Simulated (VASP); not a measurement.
# CoO (Fm-3m) in VASP: single point with LDA

Aim: the single point of CoO with LDA.

Program: VASP 6.6.1. These are calculated values, not measurements. Logs are shortened: lines on timing, memory, paths and dates and some standing lists are left out, and cuts for length are marked.

**1. The cell of the first run**

Symmetry: Fm-3m, No. 225, cubic system. The conventional cell has a = 4.263 Å, b = 4.263 Å, c = 4.263 Å, α = 90.00°, β = 90.00°, γ = 90.00°. Co (site symmetry m-3m) has 6 O at 2.13 Å within 2.8 Å. Within 2.8 Å of O (site symmetry m-3m) lie 6 Co at 2.13 Å.

**2. Single point, LDA, collinear spin, ferromagnetic start**

File INCAR:

```
SYSTEM = CoO
ALGO = Normal ; EDIFF = 1E-6
ENCUT = 700 ; GGA_COMPAT = .False.
ISIF = 2 ; ISMEAR = -1
ISPIN = 2 ; LASPH = .True.
LCHARG = .False. ; LMAXMIX = 4
LORBIT = 11 ; LREAL = .False.
LWAVE = .False. ; MAGMOM = 2.5 0
NBANDS = 22 ; NELM = 200
PREC = Accurate ; SIGMA = 0.1
```

File KPOINTS:

```
k-points
0
Gamma
  10 10 10
  0 0 0
```

File POSCAR:

```
CoO
1.0
    0.0000000000      2.1315000000      2.1315000000
    2.1315000000      0.0000000000      2.1315000000
    2.1315000000      2.1315000000      0.0000000000
Co O
1 1
Direct
    0.0000000000      0.0000000000      0.0000000000
    0.5000000000      0.5000000000      0.5000000000
```

Potentials or basis: VASP PAW LDA potentials, release 64 (Co_sv, O).

Started as:

```console
cat potpaw_LDA.64/Co_sv/POTCAR potpaw_LDA.64/O/POTCAR > POTCAR
mpirun -np 1 vasp_std > vasp.out
```

OUTCAR:

```text
SYSTEM = CoO
   EDIFF = 1E-6
   ENCUT = 700
   ISIF = 2
   ISMEAR = -1
   ISPIN = 2
   LASPH = .True.
   LORBIT = 11
   LREAL = .False.
   NELM = 200
   PREC = Accurate

 ion  position               nearest neighbor table
   1  0.000  0.000  0.000-   2 2.13   2 2.13   2 2.13   2 2.13   2 2.13   2 2.13
   2  0.500  0.500  0.500-   1 2.13   1 2.13   1 2.13   1 2.13   1 2.13   1 2.13

  LATTYP: Found a face centered cubic cell.
 ALAT       =     4.2630000000

  Lattice vectors:

 A1 = (   0.0000000000,   2.1315000000,   2.1315000000)
 A2 = (   2.1315000000,   0.0000000000,   2.1315000000)
 A3 = (   2.1315000000,   2.1315000000,   0.0000000000)

Analysis of symmetry for initial positions (statically):
=====================================================================
 Subroutine PRICEL returns:
 Original cell was already a primitive cell.

 Routine SETGRP: Setting up the symmetry group for a
 face centered cubic supercell.

 Subroutine GETGRP returns: Found 48 space group operations
 (whereof 48 operations were pure point group operations)
 out of a pool of 48 trial point group operations.

The static configuration has the point symmetry O_h .

Analysis of symmetry for dynamics (positions and initial velocities):
=====================================================================
 Subroutine PRICEL returns:
 Original cell was already a primitive cell.

 Routine SETGRP: Setting up the symmetry group for a
 face centered cubic supercell.

 Subroutine GETGRP returns: Found 48 space group operations
 (whereof 48 operations were pure point group operations)
 out of a pool of 48 trial point group operations.

The dynamic configuration has the point symmetry O_h .

Analysis of structural, dynamic, and magnetic symmetry:
=====================================================================
 Subroutine PRICEL returns:
 Original cell was already a primitive cell.

 Routine SETGRP: Setting up the symmetry group for a
 face centered cubic supercell.

 Subroutine GETGRP returns: Found 48 space group operations
 (whereof 48 operations were pure point group operations)
 out of a pool of 48 trial point group operations.

The overall configuration has the point symmetry O_h .

 Subroutine INISYM returns: Found 48 space group operations
 (whereof 48 operations are pure point group operations),
 and found     1 'primitive' translations

----------------------------------------------------------------------------------------

                                     Primitive cell

  volume of cell :      19.3681

  direct lattice vectors                    reciprocal lattice vectors
     0.000000000  2.131500000  2.131500000    -0.234576589  0.234576589  0.234576589
     2.131500000  0.000000000  2.131500000     0.234576589 -0.234576589  0.234576589
     2.131500000  2.131500000  0.000000000     0.234576589  0.234576589 -0.234576589

  length of vectors
     3.014396208  3.014396208  3.014396208     0.406298571  0.406298571  0.406298571

  position of ions in fractional coordinates (direct lattice)
     0.000000000  0.000000000  0.000000000
     0.500000000  0.500000000  0.500000000

  ion indices of the primitive-cell ions
   primitive index   ion index
                 1           1
                 2           2

----------------------------------------------------------------------------------------

 KPOINTS: k-points

Automatic generation of k-mesh.
 Grid dimensions read from file:
 generate k-points for:   10   10   10

 Generating k-lattice:

  Cartesian coordinates                     Fractional coordinates (reciprocal lattice)
    -0.023457659  0.023457659  0.023457659     0.100000000  0.000000000  0.000000000
     0.023457659 -0.023457659  0.023457659     0.000000000  0.100000000  0.000000000
     0.023457659  0.023457659 -0.023457659     0.000000000  0.000000000  0.100000000

  Length of vectors
     0.040629857  0.040629857  0.040629857

  Shift w.r.t. Gamma in fractional coordinates (k-lattice)
     0.000000000  0.000000000  0.000000000

 Subroutine IBZKPT returns following result:
 ===========================================

 Found     47 irreducible k-points:

 Following reciprocal coordinates:
            Coordinates               Weight
  0.000000  0.000000  0.000000      1.000000
  0.100000  0.000000  0.000000      8.000000
  0.200000  0.000000  0.000000      8.000000
  0.300000  0.000000  0.000000      8.000000
  0.400000  0.000000  0.000000      8.000000
  0.500000  0.000000  0.000000      4.000000
[... 16 lines left out ...]
  0.300000  0.300000  0.000000      6.000000
  0.400000  0.300000  0.000000     24.000000
 [... further k-points ...]
   k-points           NKPTS =     47   k-points in BZ     NKDIM =     47   number of bands    NBANDS=     22
   number of dos      NEDOS =    301   number of ions     NIONS =      2
   total plane-waves  NPLWV =  21952
   dimension x,y,z NGX =    28 NGY =   28 NGZ =   28
   dimension x,y,z NGXF=    56 NGYF=   56 NGZF=   56
   ions per type =               1   1
   NGX,Y,Z   is equivalent  to a cutoff of  15.44, 15.44, 15.44 a.u.
   NGXF,Y,Z  is equivalent  to a cutoff of  30.88, 30.88, 30.88 a.u.
 SYSTEM =  CoO
   PREC   = accura    normal or accurate (medium, high low for compatibility)
   ISTART =      0    job   : 0-new  1-cont  2-samecut
   ICHARG =      2    charge: 1-file 2-atom 10-const
   ISPIN  =      2    spin polarized calculation?
   LNONCOLLINEAR =      F non collinear calculations
   LSORBIT =      F    spin-orbit coupling
   LASPH  =      T    aspherical Exc in radial PAW
   ENCUT  =  700.0 eV  51.45 Ry    7.17 a.u.   6.50  6.50  6.50*2*pi/ulx,y,z
   NELM   =    200;   NELMIN=  2; NELMDL= -5     # of ELM steps
   EDIFF  = 0.1E-05   stopping-criterion for ELM
   LREAL  =      F    real-space projection
   EDIFFG = 0.1E-04   stopping-criterion for IOM
   NSW    =      0    number of steps for IOM
   IBRION =     -1    ionic relax: 0-MD 1-quasi-New 2-CG
   NFREE  =      0    steps in history (QN), initial steepest desc. (CG)
   ISIF   =      2    stress and relaxation
   ISYM   =      2    0-nonsym 1-usesym 2-fastsym
   POTIM  = 0.5000    time-step for ionic-motion
   TEBEG  =    0.0;   TEEND  =   0.0 temperature during run
   PSTRESS=    0.0 pullay stress
   NELECT =      23.0000    total number of electrons
   NUPDOWN=      -1.0000    fix difference up-down
   EMIN   =  10.00;   EMAX   =-10.00  energy-range for DOS
   EFERMI =   0.00;   METHOD = LEGACY
   ISMEAR =    -1;   SIGMA  =   0.10  broadening in eV -4-tet -1-fermi 0-gaus
   EFERMI_NEDOS =   21; number of points for ismear=-14 and -15
   IALGO  =     38    algorithm
   IMIX   =      4    mixing-type and parameters
     AMIX     =   0.40;   BMIX     =  1.00
     AMIX_MAG =   1.60;   BMIX_MAG =  1.00
  volume/ion in A,a.u.               =       9.68        65.35
  Fermi-wavevector in a.u.,A,eV,Ry     =   1.733626  3.276078 40.891759  3.005460
  Thomas-Fermi vector in A             =   2.807577
   LORBIT       =     11    0 simple, 1 ext, 2 COOP (PROOUT), +10 PAW based schemes
   GGA     = CA    functional components
   LHFCALC =     F    Hartree Fock is set to
   AEXX    =    0.0000 exact exchange contribution
   IVDW    =     0    specifies the selected vdW correction
   LEPSILON=     F    determine dielectric tensor
   LRPA    =     F    only Hartree local field effects (RPA)
 spin polarized calculation
  energy-cutoff  :      700.00
  volume of cell :       19.37
 maximum number of plane-waves:       869
 NGX is ok and might be reduce to    28
   NGX = 13   NGY = 13   NGZ = 13

 number of electron      23.0000015 magnetization       2.7176810

 Free energy of the ion-electron system (eV)
  ---------------------------------------------------
  ext. energy  EPLUGINS =         0.00000000
  ---------------------------------------------------
  free energy    TOTEN  =       -14.75651984 eV

  energy without entropy =      -14.62905117  energy(sigma->0) =      -14.69278551

 E-fermi :   8.5439     XC(G=0): -13.1989

 val. band max:        8.5335235190   @ k =   0.4000   0.2000   0.1000
 cond. band min:       8.5461259698   @ k =  -0.2000   0.2000   0.0000
 fundamental gap:      0.0126024509
 Fermi energy:         8.5439040153

 spin component 1

 k-point     1 :       0.0000    0.0000    0.0000
  band No.  band energies     occupation
      1     -87.0330      1.00000
      2     -50.8461      1.00000
      3     -50.8461      1.00000
      4     -50.8461      1.00000
      5     -11.5480      1.00000
      6       5.2141      1.00000
[... 14 lines left out ...]
     21      29.6121      0.00000
     22      33.0876      0.00000
[... 552 lines left out ...]
  band No.  band energies     occupation
      1     -87.0289      1.00000
      2     -50.8748      1.00000
      3     -50.8583      1.00000
      4     -50.8572      1.00000
      5     -10.4396      1.00000
      6       1.3898      1.00000
[... 14 lines left out ...]
     21      37.8228      0.00000
     22      38.9321      0.00000

 [... further k-points ...]

 spin component 2

 k-point     1 :       0.0000    0.0000    0.0000
  band No.  band energies     occupation
      1     -84.4114      1.00000
      2     -48.3046      1.00000
      3     -48.3045      1.00000
      4     -48.3045      1.00000
      5     -11.0856      1.00000
      6       5.7290      1.00000
[... 14 lines left out ...]
     21      30.4075      0.00000
     22      33.8782      0.00000
[... 552 lines left out ...]
  band No.  band energies     occupation
      1     -84.4068      1.00000
      2     -48.3379      1.00000
      3     -48.3186      1.00000
      4     -48.3173      1.00000
      5      -9.9383      1.00000
      6       1.9744      1.00000
[... 14 lines left out ...]
     21      38.2678      0.00000
     22      39.3495      0.00000

 [... further k-points ...]

------------------------ aborting loop because EDIFF is reached ----------------------------------------

  FORCE on cell =-STRESS in cart. coord.  units (eV):
  Direction    XX          YY          ZZ          XY          YZ          ZX
  --------------------------------------------------------------------------------------
  -------------------------------------------------------------------------------------
  Total       -2.5450720     -2.5450720     -2.5450720      0.0000000      0.0000000     -0.0000000
  in kB     -210.5351632   -210.5351632   -210.5351632      0.0000000      0.0000000     -0.0000000
  external PRESSURE =    -210.5351632 kB  Pullay stress =       0.0000000 kB

 VOLUME and BASIS-vectors are now :
 -----------------------------------------------------------------------------
  energy-cutoff  :      700.00
  volume of cell :       19.37
      direct lattice vectors                 reciprocal lattice vectors
     0.000000000  2.131500000  2.131500000    -0.234576589  0.234576589  0.234576589
     2.131500000  0.000000000  2.131500000     0.234576589 -0.234576589  0.234576589
     2.131500000  2.131500000  0.000000000     0.234576589  0.234576589 -0.234576589

 POSITION                                       TOTAL-FORCE (eV/Angst)
 -----------------------------------------------------------------------------------
      0.00000      0.00000      0.00000        -0.000000      0.000000      0.000000
      2.13150      2.13150      2.13150         0.000000     -0.000000     -0.000000
 -----------------------------------------------------------------------------------
    total drift:                                0.000000      0.000000      0.000000

  FREE ENERGIE OF THE ION-ELECTRON SYSTEM (eV)
  ---------------------------------------------------
  free  energy   TOTEN  =       -14.7565198410 eV

  energy  without entropy=      -14.6290511716  energy(sigma->0) =      -14.69278551

 total charge

# of ion       s       p       d       tot
------------------------------------------
    1        2.142   6.059   6.697  14.898
    2        1.542   3.384   0.000   4.926
--------------------------------------------------
tot          3.684   9.443   6.697  19.824

 magnetization (x)

# of ion       s       p       d       tot
------------------------------------------
    1        0.012   0.009   2.309   2.330
    2        0.028   0.247   0.000   0.275
--------------------------------------------------
tot          0.040   0.256   2.309   2.606
```

Run time: 70 s. Hardware: 1 thread of Intel Xeon Platinum 8259CL at 2.50GHz (Skylake/Cascade Lake), shared host; peak memory 0.18 GiB.

What came out:

| Quantity | Value |
| --- | --- |
| Free energy | -14.7565 eV |
| Pressure | -21.1 GPa |
| Net moment | 2.72 μB per cell |
| Site moments | Co +2.33; O +0.28 μB |
| Valence electrons inside the program's atomic spheres | Co 14.90; O 4.93 |

Caveat: the cell stands under tension; a cell with one magnetic atom can't hold antiferromagnetic order, which such compounds often take; semilocal functionals often make such compounds metallic where correlation or magnetic order opens a gap, which also shifts bond lengths. With open d or f shells a metallic result of LDA can be an artefact of self-interaction; +U or a hybrid may open a gap.
